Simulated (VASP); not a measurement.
Set up this calculation in VASP 6.6.1, as the native input.

| Property | Result |
| --- | --- |
| Task | single point |
| Functional | PBEsol |
| Potentials or basis | VASP PAW PBE potentials, release 64 (Au) |
| Cutoff | 520 eV |
| k mesh | 11 × 11 × 11 |
| Occupations | fermi-dirac, width 0.05 eV |
| Spin | non-collinear spin, zero start, spin-orbit coupling |
| Starting moments | [[0.0, 0.0, 0.0]] μB |
| Dipole correction | no |
| Further INCAR settings | ALGO = Normal; EDIFF = 1e-06; NBANDS = 22 |

The structure of Au lies in POSCAR:

```
Au
1.0
    0.0000000000      2.0350000000      2.0350000000
    2.0350000000      0.0000000000      2.0350000000
    2.0350000000      2.0350000000      0.0000000000
Au
1
Direct
    0.0000000000      0.0000000000      0.0000000000
```

These files were run (other wordings do the same):

INCAR

```
PREC = Accurate
ENCUT = 520
EDIFF = 1E-6
ISMEAR = -1
SIGMA = 0.05
LREAL = F
LASPH = T
NELM = 150
ALGO = Normal
ISIF = 2
LWAVE = F
LCHARG = T
MAGMOM = 0 0 0
LORBIT = 11
LSORBIT = T
GGA_COMPAT = F
LORBMOM = T
LMAXMIX = 4
GGA = PS
LVHAR = T
NBANDS = 22
```

KPOINTS

```
regular mesh
0
Gamma
  11 11 11
```

Potentials or basis: VASP PAW PBE potentials, release 64 (Au).

Command:

```console
$ cat potpaw_PBE.64/Au/POTCAR > POTCAR
$ mpirun -np 1 vasp_ncl > vasp.out
```

Results of the run:

```json
{
  "Pressure": "0.2 GPa",
  "Net moment": "0.00 μB per cell",
  "Valence electrons inside the program's atomic spheres": "Au 9.65"
}
```

Caveat: the PAW data sets were made with another functional, which shifts forces and pressure a little.

Run time: 30 s on 1 thread of AMD EPYC 9R45 96-Core Processor (Zen 5), with other jobs on the host, peak memory 0.18 GiB.
